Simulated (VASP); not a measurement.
# AlN (Fm-3m) in VASP: further runs

Runs on AlN. Level: PBE. Tasks: electric field gradients.

Program: VASP 6.6.1. These are calculated values, not measurements. Logs are shortened: lines on timing, memory, paths and dates and some standing lists are left out, and cuts for length are marked.

### Step 1. The cell of the first run

Symmetry: Fm-3m, No. 225, cubic system. Conventional cell: a = 3.956 Å, b = 3.956 Å, c = 3.956 Å, α = 90.00°, β = 90.00°, γ = 90.00°. Al (site symmetry m-3m) has 6 N at 1.98 Å within 2.6 Å. N (site symmetry m-3m) has 6 Al at 1.98 Å within 2.6 Å.

### Step 2. Electric field gradients, PBE

INCAR reads:

```
SYSTEM = AlN
ALGO = Normal
EDIFF = 1E-8
ENCUT = 520
GGA = PE
ISIF = 2
ISMEAR = -1
LASPH = .TRUE.
LCHARG = .FALSE.
LEFG = .TRUE.
LREAL = .FALSE.
LWAVE = .FALSE.
NBANDS = 11
NELM = 100
PREC = Accurate
SIGMA = 0.02
```

KPOINTS reads:

```
k-points
0
G
  10 10 10
  0 0 0
```

POSCAR reads:

```
AlN
1.0
    0.0000000000      1.9780000000      1.9780000000
    1.9780000000      0.0000000000      1.9780000000
    1.9780000000      1.9780000000      0.0000000000
Al N
1 1
Direct
    0.0000000000      0.0000000000      0.0000000000
    0.5000000000      0.5000000000      0.5000000000
```

Potentials or basis: VASP PAW PBE potentials, release 64 (Al, N).

The run is started by

```sh
$ cat potpaw_PBE.64/Al/POTCAR potpaw_PBE.64/N/POTCAR > POTCAR
$ mpirun -np 1 vasp_std > vasp.out
```

OUTCAR:

```text
SYSTEM = AlN
   EDIFF = 1E-8
   ENCUT = 520
   GGA = PE
   ISIF = 2
   ISMEAR = -1
   LASPH = .TRUE.
   LREAL = .FALSE.
   NELM = 100
   PREC = Accurate

 ion  position               nearest neighbor table
   1  0.000  0.000  0.000-   2 1.98   2 1.98   2 1.98   2 1.98   2 1.98   2 1.98
   2  0.500  0.500  0.500-   1 1.98   1 1.98   1 1.98   1 1.98   1 1.98   1 1.98

  LATTYP: Found a face centered cubic cell.
 ALAT       =     3.9560000000

  Lattice vectors:

 A1 = (   0.0000000000,   1.9780000000,   1.9780000000)
 A2 = (   1.9780000000,   0.0000000000,   1.9780000000)
 A3 = (   1.9780000000,   1.9780000000,   0.0000000000)

Analysis of symmetry for initial positions (statically):
=====================================================================
 Subroutine PRICEL returns:
 Original cell was already a primitive cell.

 Routine SETGRP: Setting up the symmetry group for a
 face centered cubic supercell.

 Subroutine GETGRP returns: Found 48 space group operations
 (whereof 48 operations were pure point group operations)
 out of a pool of 48 trial point group operations.

The static configuration has the point symmetry O_h .

Analysis of symmetry for dynamics (positions and initial velocities):
=====================================================================
 Subroutine PRICEL returns:
 Original cell was already a primitive cell.

 Routine SETGRP: Setting up the symmetry group for a
 face centered cubic supercell.

 Subroutine GETGRP returns: Found 48 space group operations
 (whereof 48 operations were pure point group operations)
 out of a pool of 48 trial point group operations.

The dynamic configuration has the point symmetry O_h .

 Subroutine INISYM returns: Found 48 space group operations
 (whereof 48 operations are pure point group operations),
 and found     1 'primitive' translations

----------------------------------------------------------------------------------------

                                     Primitive cell

  volume of cell :      15.4778

  direct lattice vectors                    reciprocal lattice vectors
     0.000000000  1.978000000  1.978000000    -0.252780586  0.252780586  0.252780586
     1.978000000  0.000000000  1.978000000     0.252780586 -0.252780586  0.252780586
     1.978000000  1.978000000  0.000000000     0.252780586  0.252780586 -0.252780586

  length of vectors
     2.797314426  2.797314426  2.797314426     0.437828819  0.437828819  0.437828819

  position of ions in fractional coordinates (direct lattice)
     0.000000000  0.000000000  0.000000000
     0.500000000  0.500000000  0.500000000

  ion indices of the primitive-cell ions
   primitive index   ion index
                 1           1
                 2           2

----------------------------------------------------------------------------------------

 KPOINTS: k-points

Automatic generation of k-mesh.
 Grid dimensions read from file:
 generate k-points for:   10   10   10

 Generating k-lattice:

  Cartesian coordinates                     Fractional coordinates (reciprocal lattice)
    -0.025278059  0.025278059  0.025278059     0.100000000  0.000000000  0.000000000
     0.025278059 -0.025278059  0.025278059     0.000000000  0.100000000  0.000000000
     0.025278059  0.025278059 -0.025278059     0.000000000  0.000000000  0.100000000

  Length of vectors
     0.043782882  0.043782882  0.043782882

  Shift w.r.t. Gamma in fractional coordinates (k-lattice)
     0.000000000  0.000000000  0.000000000

 Subroutine IBZKPT returns following result:
 ===========================================

 Found     47 irreducible k-points:

 Following reciprocal coordinates:
            Coordinates               Weight
  0.000000  0.000000  0.000000      1.000000
  0.100000  0.000000  0.000000      8.000000
  0.200000  0.000000  0.000000      8.000000
  0.300000  0.000000  0.000000      8.000000
  0.400000  0.000000  0.000000      8.000000
  0.500000  0.000000  0.000000      4.000000
[... 16 lines left out ...]
  0.300000  0.300000  0.000000      6.000000
  0.400000  0.300000  0.000000     24.000000
 [... further k-points ...]
   k-points           NKPTS =     47   k-points in BZ     NKDIM =     47   number of bands    NBANDS=     11
   number of dos      NEDOS =    301   number of ions     NIONS =      2
   total plane-waves  NPLWV =  13824
   dimension x,y,z NGX =    24 NGY =   24 NGZ =   24
   dimension x,y,z NGXF=    48 NGYF=   48 NGZF=   48
   ions per type =               1   1
   NGX,Y,Z   is equivalent  to a cutoff of  14.26, 14.26, 14.26 a.u.
   NGXF,Y,Z  is equivalent  to a cutoff of  28.53, 28.53, 28.53 a.u.
 SYSTEM =  AlN
   PREC   = accura    normal or accurate (medium, high low for compatibility)
   ISTART =      0    job   : 0-new  1-cont  2-samecut
   ICHARG =      2    charge: 1-file 2-atom 10-const
   ISPIN  =      1    spin polarized calculation?
   LNONCOLLINEAR =      F non collinear calculations
   LSORBIT =      F    spin-orbit coupling
   LASPH  =      T    aspherical Exc in radial PAW
   ENCUT  =  520.0 eV  38.22 Ry    6.18 a.u.   5.20  5.20  5.20*2*pi/ulx,y,z
   NELM   =    100;   NELMIN=  2; NELMDL= -5     # of ELM steps
   EDIFF  = 0.1E-07   stopping-criterion for ELM
   LREAL  =      F    real-space projection
   EDIFFG = 0.1E-06   stopping-criterion for IOM
   NSW    =      0    number of steps for IOM
   IBRION =     -1    ionic relax: 0-MD 1-quasi-New 2-CG
   NFREE  =      0    steps in history (QN), initial steepest desc. (CG)
   ISIF   =      2    stress and relaxation
   ISYM   =      2    0-nonsym 1-usesym 2-fastsym
   POTIM  = 0.5000    time-step for ionic-motion
   TEBEG  =    0.0;   TEEND  =   0.0 temperature during run
   PSTRESS=    0.0 pullay stress
   NELECT =       8.0000    total number of electrons
   NUPDOWN=      -1.0000    fix difference up-down
   EMIN   =  10.00;   EMAX   =-10.00  energy-range for DOS
   EFERMI =   0.00;   METHOD = LEGACY
   ISMEAR =    -1;   SIGMA  =   0.02  broadening in eV -4-tet -1-fermi 0-gaus
   EFERMI_NEDOS =   21; number of points for ismear=-14 and -15
   IALGO  =     38    algorithm
   IMIX   =      4    mixing-type and parameters
     AMIX     =   0.40;   BMIX     =  1.00
     AMIX_MAG =   1.60;   BMIX_MAG =  1.00
  volume/ion in A,a.u.               =       7.74        52.22
  Fermi-wavevector in a.u.,A,eV,Ry     =   1.313818  2.482756 23.485258  1.726118
  Thomas-Fermi vector in A             =   2.444114
   LORBIT       =      0    0 simple, 1 ext, 2 COOP (PROOUT), +10 PAW based schemes
   GGA     = PE    functional components
   LHFCALC =     F    Hartree Fock is set to
   AEXX    =    0.0000 exact exchange contribution
   IVDW    =     0    specifies the selected vdW correction
   LEPSILON=     F    determine dielectric tensor
   LRPA    =     F    only Hartree local field effects (RPA)
 non-spin polarized calculation
  energy-cutoff  :      520.00
  volume of cell :       15.48
 maximum number of plane-waves:       444
 NGX is ok and might be reduce to    24
   NGX = 11   NGY = 11   NGZ = 11

 number of electron       8.0000000 magnetization

 Free energy of the ion-electron system (eV)
  ---------------------------------------------------
  ext. energy  EPLUGINS =         0.00000000
  ---------------------------------------------------
  free energy    TOTEN  =       -14.44465988 eV

  energy without entropy =      -14.44465988  energy(sigma->0) =      -14.44465988

 E-fermi :  11.2083     XC(G=0): -12.5954

 val. band max:       10.8357717694   @ k =   0.0000   0.0000   0.0000
 cond. band min:      16.0215646972   @ k =   0.5000   0.5000   0.0000
 fundamental gap:      5.1857929278
 Fermi energy:        11.2082839890

 k-point     1 :       0.0000    0.0000    0.0000
  band No.  band energies     occupation
      1      -7.3265      2.00000
      2      10.8358      2.00000
      3      10.8358      2.00000
      4      10.8358      2.00000
      5      17.4917      0.00000
      6      23.2124      0.00000
      7      23.2124      0.00000
      8      23.2124      0.00000
      9      28.5339      0.00000
     10      29.1123      0.00000
     11      29.1123      0.00000
[... 309 lines left out ...]
 k-point    24 :       0.4000    0.3000    0.0000
  band No.  band energies     occupation
      1      -4.0931      2.00000
      2       4.7170      2.00000
      3       7.8549      2.00000
      4       8.4055      2.00000
      5      17.2746      0.00000
      6      18.1345      0.00000
      7      23.8184      0.00000
      8      27.2761      0.00000
      9      28.1265      0.00000
     10      33.4084      0.00000
     11      36.6476      0.00000

 [... further k-points ...]

------------------------ aborting loop because EDIFF is reached ----------------------------------------

  FORCE on cell =-STRESS in cart. coord.  units (eV):
  Direction    XX          YY          ZZ          XY          YZ          ZX
  --------------------------------------------------------------------------------------
  -------------------------------------------------------------------------------------
  Total        2.4370170      2.4370170      2.4370170      0.0000000     -0.0000000      0.0000000
  in kB      252.2669101    252.2669101    252.2669101      0.0000000     -0.0000000      0.0000000
  external PRESSURE =     252.2669101 kB  Pullay stress =       0.0000000 kB

 VOLUME and BASIS-vectors are now :
 -----------------------------------------------------------------------------
  energy-cutoff  :      520.00
  volume of cell :       15.48
      direct lattice vectors                 reciprocal lattice vectors
     0.000000000  1.978000000  1.978000000    -0.252780586  0.252780586  0.252780586
     1.978000000  0.000000000  1.978000000     0.252780586 -0.252780586  0.252780586
     1.978000000  1.978000000  0.000000000     0.252780586  0.252780586 -0.252780586

 POSITION                                       TOTAL-FORCE (eV/Angst)
 -----------------------------------------------------------------------------------
      0.00000      0.00000      0.00000         0.000000      0.000000     -0.000000
      1.97800      1.97800      1.97800        -0.000000     -0.000000      0.000000
 -----------------------------------------------------------------------------------
    total drift:                               -0.000000     -0.000000      0.000000

  FREE ENERGIE OF THE ION-ELECTRON SYSTEM (eV)
  ---------------------------------------------------
  free  energy   TOTEN  =       -14.4446598754 eV

  energy  without entropy=      -14.4446598754  energy(sigma->0) =      -14.44465988

 Electric field gradients (V/A^2)
---------------------------------------------------------------------
 ion       V_xx      V_yy      V_zz      V_xy      V_xz      V_yz
---------------------------------------------------------------------
   1      -0.000     0.000     0.000     0.000     0.000     0.000
   2      -0.000    -0.000     0.000     0.000     0.000     0.000
---------------------------------------------------------------------

 Electric field gradients after diagonalization (V/A^2)
 (convention: |V_zz| > |V_xx| > |V_yy|)
----------------------------------------------------------------------
 ion       V_xx      V_yy      V_zz     asymmetry (V_yy - V_xx)/ V_zz
----------------------------------------------------------------------
   1      -0.000    -0.000     0.000       0.000
   2      -0.000    -0.000     0.000       0.000
----------------------------------------------------------------------

           NMR quadrupolar parameters

 Cq : quadrupolar parameter    Cq=e*Q*V_zz/h
 eta: asymmetry parameters     (V_yy - V_xx)/ V_zz
 Q  : nuclear electric quadrupole moment in mb (millibarn)
----------------------------------------------------------------------
 ion       Cq(MHz)       eta       Q (mb)
----------------------------------------------------------------------
   1       0.000       0.000       1.000
   2       0.000       0.000       1.000
----------------------------------------------------------------------
```

Run time: 5.2 s. Hardware: 1 thread of Intel Xeon Platinum 8488C (Sapphire Rapids), shared host; peak memory 0.13 GiB.

Results:

| Item | Value |
| --- | --- |
| Free energy | -14.4447 eV |
| Pressure | 25.2 GPa |
| Band gap on the k mesh | 5.19 eV, indirect (least direct gap 6.66 eV) |

Caveat: without QUAD_EFG the Cq values of the log hold for a quadrupole moment of 1 mb, not for the nuclei. A k mesh can miss the band edges.

(Part 1 of 2 ends here.)
